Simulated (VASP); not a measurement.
# Cu (I4/mmm) in VASP: settings compared, part 2 of 2

VASP 6.6.1. Earlier steps stand in the parts before.

## (4) Single point, revPBE+D3(BJ)+U (11.00 Å³/atom)

This run uses another cell than the first one, of 11.00 Å³/atom.

Contents of INCAR:

```
PREC = Accurate ; ENCUT = 520
EDIFF = 1E-6 ; ISMEAR = 0
SIGMA = 0.05 ; LREAL = False
LASPH = True ; NELM = 150
ALGO = Normal ; ISIF = 2
LWAVE = False ; LCHARG = False
LMAXMIX = 4 ; LDAU = True
LDAUTYPE = 2 ; LDAUL = 2
LDAUU = 1 ; LDAUJ = 0
LDAUPRINT = 1 ; GGA = RE
IVDW = 12 ; NBANDS = 12
```

Contents of KPOINTS:

```
Automatic mesh
0
Gamma
  13 13 13
```

Contents of POSCAR:

```
Cu
1.0
   -1.4232937226      1.4232937226      1.3574834749
    1.4232937226     -1.4232937226      1.3574834749
    1.4232937226      1.4232937226     -1.3574834749
Cu
1
Direct
    0.0000000000      0.0000000000      0.0000000000
```

Potentials or basis: VASP PAW PBE potentials, release 64 (Cu).

Launch:

```sh
> cat potpaw_PBE.64/Cu/POTCAR > POTCAR
> mpirun -np 1 vasp_std > vasp.out
```

OUTCAR:

```text
PREC = Accurate
   ENCUT = 520
   EDIFF = 1E-6
   ISMEAR = 0
   LREAL = False
   LASPH = True
   NELM = 150
   ISIF = 2
   GGA = RE
   IVDW = 12
 IVDW          = 12

 ion  position               nearest neighbor table
   1  0.000  0.000  0.000-

  LATTYP: Found a body centered tetragonal cell.
 ALAT       =     2.8465874452
 C/A-ratio  =     0.9537620052

  Lattice vectors:

 A1 = (  -1.4232937226,   1.4232937226,   1.3574834749)
 A2 = (   1.4232937226,  -1.4232937226,   1.3574834749)
 A3 = (   1.4232937226,   1.4232937226,  -1.3574834749)

Analysis of symmetry for initial positions (statically):
=====================================================================
 Subroutine PRICEL returns:
 Original cell was already a primitive cell.

 Routine SETGRP: Setting up the symmetry group for a
 body centered tetragonal supercell.

 Subroutine GETGRP returns: Found 16 space group operations
 (whereof 16 operations were pure point group operations)
 out of a pool of 16 trial point group operations.

The static configuration has the point symmetry D_4h.

Analysis of symmetry for dynamics (positions and initial velocities):
=====================================================================
 Subroutine PRICEL returns:
 Original cell was already a primitive cell.

 Routine SETGRP: Setting up the symmetry group for a
 body centered tetragonal supercell.

 Subroutine GETGRP returns: Found 16 space group operations
 (whereof 16 operations were pure point group operations)
 out of a pool of 16 trial point group operations.

The dynamic configuration has the point symmetry D_4h.

[... 167 lines left out ...]
  o =  0.9286  v =  0.0000  0.0000 -1.0000  0.0000  0.0000  0.0000  0.0000  0.0000  0.0000  0.0000      0.0000  0.0000  0.0000  0.0000  0.0000  0.0000  0.0000  0.0000  0.0000  0.0000
  o =  0.9286  v =  0.0000  0.0000  0.0000  0.0000  0.0000  0.0000  0.0000 -1.0000  0.0000  0.0000      0.0000  0.0000  0.0000  0.0000  0.0000  0.0000  0.0000  0.0000  0.0000  0.0000
  o =  0.9327  v =  0.0000  0.0000  0.0000  0.0000  0.0000  0.0000 -0.0000 -0.0000 -0.0000 -1.0000      0.0000  0.0000  0.0000  0.0000  0.0000  0.0000  0.0000  0.0000  0.0000  0.0000
  o =  0.9327  v =  0.0000 -0.0000 -0.0000 -0.0000 -1.0000  0.0000  0.0000  0.0000  0.0000  0.0000      0.0000  0.0000  0.0000  0.0000  0.0000  0.0000  0.0000  0.0000  0.0000  0.0000

 number of electron      11.0000008 magnetization

 Free energy of the ion-electron system (eV)
  ---------------------------------------------------
  ext. energy  EPLUGINS =         0.00000000
  ---------------------------------------------------
  free energy    TOTEN  =        -2.88633549 eV

  energy without entropy =       -2.88580350  energy(sigma->0) =       -2.88606949

 E-fermi :   8.4479     XC(G=0): -13.0249

 val. band max:        8.4224007260   @ k =  -0.3077   0.4615   0.0769
 cond. band min:       8.4518923204   @ k =  -0.0769  -0.4615   0.0769
 fundamental gap:      0.0294915943
 Fermi energy:         8.4479381940

 k-point     1 :       0.0000    0.0000    0.0000
  band No.  band energies     occupation
      1      -1.2718      2.00000
      2       4.8887      2.00000
      3       5.0931      2.00000
      4       5.0931      2.00000
      5       6.0109      2.00000
      6       6.2269      2.00000
      7      33.8559      0.00000
      8      33.8559      0.00000
      9      35.1104      0.00000
     10      37.9763      0.00000
     11      38.3327      0.00000
     12      38.6230      0.00000
[... 331 lines left out ...]
 k-point    24 :       0.4615    0.1538    0.0000
  band No.  band energies     occupation
      1       3.3254      2.00000
      2       4.2293      2.00000
      3       5.4551      2.00000
      4       6.1045      2.00000
      5       6.4768      2.00000
      6       9.4386      0.00000
      7      14.3389      0.00000
      8      21.1642      0.00000
      9      26.4429      0.00000
     10      32.7464      0.00000
     11      38.7941      0.00000
     12      41.0956      0.00000

 [... further k-points ...]

------------------------ aborting loop because EDIFF is reached ----------------------------------------

 Edisp (eV)   -1.21176

 E8    (eV) :    -0.8432

  FORCE on cell =-STRESS in cart. coord.  units (eV):
  Direction    XX          YY          ZZ          XY          YZ          ZX
  --------------------------------------------------------------------------------------
  -------------------------------------------------------------------------------------
  Total       0.01039     0.01039     0.00706     0.00000     0.00000     0.00000
  in kB       1.51333     1.51333     1.02807     0.00000     0.00000     0.00000
  external pressure =        1.35 kB  Pullay stress =        0.00 kB

 VOLUME and BASIS-vectors are now :
 -----------------------------------------------------------------------------
  energy-cutoff  :      520.00
  volume of cell :       11.00
      direct lattice vectors                 reciprocal lattice vectors
    -1.423293723  1.423293723  1.357483475     0.000000000  0.351297833  0.368328609
     1.423293723 -1.423293723  1.357483475     0.351297833  0.000000000  0.368328609
     1.423293723  1.423293723 -1.357483475     0.351297833  0.351297833  0.000000000

 POSITION                                       TOTAL-FORCE (eV/Angst)
 -----------------------------------------------------------------------------------
      0.00000      0.00000      0.00000        -0.000000      0.000000      0.000000
 -----------------------------------------------------------------------------------
    total drift:                                0.000000      0.000000      0.000000

  FREE ENERGIE OF THE ION-ELECTRON SYSTEM (eV)
  ---------------------------------------------------
  free  energy   TOTEN  =        -4.0980940227 eV

  energy  without entropy=       -4.0975620351  energy(sigma->0) =       -4.09782803
```

OSZICAR:

```text
N       E                     dE             d eps       ncg     rms          rms(c)
DAV:   1     0.437702012635E+02    0.43770E+02   -0.54203E+03  5248   0.158E+03
DAV:   2    -0.226180778831E+01   -0.46032E+02   -0.42543E+02  4876   0.209E+02
DAV:   3    -0.359901926666E+01   -0.13372E+01   -0.13318E+01  5492   0.400E+01
DAV:   4    -0.360695326848E+01   -0.79340E-02   -0.79331E-02  5228   0.277E+00
DAV:   5    -0.360702469571E+01   -0.71427E-04   -0.71427E-04  5516   0.265E-01    0.680E+00
DAV:   6    -0.311448481064E+01    0.49254E+00   -0.96449E+00  5472   0.611E+01    0.283E+00
DAV:   7    -0.289965800045E+01    0.21483E+00   -0.13799E+00  5528   0.230E+01    0.673E-01
DAV:   8    -0.288671349036E+01    0.12945E-01   -0.73737E-03  6412   0.977E-01    0.146E-01
DAV:   9    -0.288633588587E+01    0.37760E-03   -0.25025E-03  6172   0.898E-01    0.305E-02
DAV:  10    -0.288633793101E+01   -0.20451E-05   -0.38278E-05  6612   0.100E-01    0.761E-03
DAV:  11    -0.288633565692E+01    0.22741E-05   -0.48382E-07  3576   0.137E-02    0.897E-04
DAV:  12    -0.288633548550E+01    0.17143E-06   -0.88945E-08  2552   0.401E-03
   1 F= -.40980940E+01 E0= -.40978280E+01  d E =-.531988E-03
```

stdout:

```text
POSCAR found type information on POSCAR Cu
 POSCAR found :  1 types and       1 ions
 scaLAPACK will be used
 -----------------------------------------------------------------------------
|                                                                             |
|                                                                             |
|     You enforced a specific xc type in the INCAR file but a different       |
|     I HOPE YOU KNOW WHAT YOU ARE DOING!                                     |
|                                                                             |
 -----------------------------------------------------------------------------

 LDA part: xc-table for (Slater+PW92), standard interpolation
 POSCAR, INCAR and KPOINTS ok, starting setup
 FFT: planning ... GRIDC
 FFT: planning ... GRID_SOFT
 FFT: planning ... GRID
 WAVECAR not read
 entering main loop
```

Run time: 38 s. Hardware: 1 thread of Intel Xeon 8259CL, shared host; peak memory 0.15 GiB.

What came out:

| Item | Value |
| --- | --- |
| Free energy | -4.0981 eV |
| Pressure | 0.1 GPa |
| Band gap on the k mesh | zero (an odd number of electrons rules out a gap without spin polarisation) |
| Dispersion energy per atom | -1.212 eV |

Eigenvalues of the final occupation matrices:
```
    site  spin  trace               eigenvalues
site 1 d     1   4.62  0.92 0.92 0.92 0.93 0.93
site 1 d     2   4.62  0.92 0.92 0.92 0.93 0.93
```

Caveat: three body term missing; the dispersion term is far too large for a dense solid, which distorts pressure and volume; the PAW data sets were made with another functional, which shifts forces and pressure a little; U without spin polarisation on a metal has little footing; the U is typed as a test and isn't derived for this compound.

## (5) Overview

```tsv
level	U	cell	k mesh	cutoff (eV)	smearing	grid for exact exchange (PRECFOCK)	share of exact exchange	gap on the mesh (eV)	pressure (GPa)
r2SCAN0	-	a = 2.461 Å, angles 108.2, 108.2, 112.0°, 1 atom	8 × 8 × 8	580	fermi-dirac 0.15 eV	Normal	0.25	none	3.4
revPBE+D3(BJ)+U	Cu d U = 1.0 eV	a = 2.411 Å, angles 108.2, 108.2, 112.0°, 1 atom	13 × 13 × 13	520	gaussian 0.05 eV	-	-	none	3.9
revPBE+D3(BJ)+U	Cu d U = 1.0 eV	a = 2.428 Å, angles 108.2, 108.2, 112.0°, 1 atom	13 × 13 × 13	520	gaussian 0.05 eV	-	-	none	0.1
```

Alike in all rows: task single point; potentials or basis VASP PAW PBE potentials, release 64 (Cu); no spin polarisation.

Caveats: some runs use coarse meshes; the PAW data sets were made with another functional, which shifts forces and pressure a little; three body term missing (at least some runs); the dispersion term is far too large for a dense solid, which distorts pressure and volume (at least some runs); U without spin polarisation on a metal has little footing (at least some runs); the U is typed as a test and isn't derived for this compound (at least some runs); the cell stands under pressure (at least some runs).

Total energies depend on the potentials used, so only differences within one code and one set of settings carry meaning.

The gap in the log of VASP goes by the Fermi energy; the results here count the filled bands.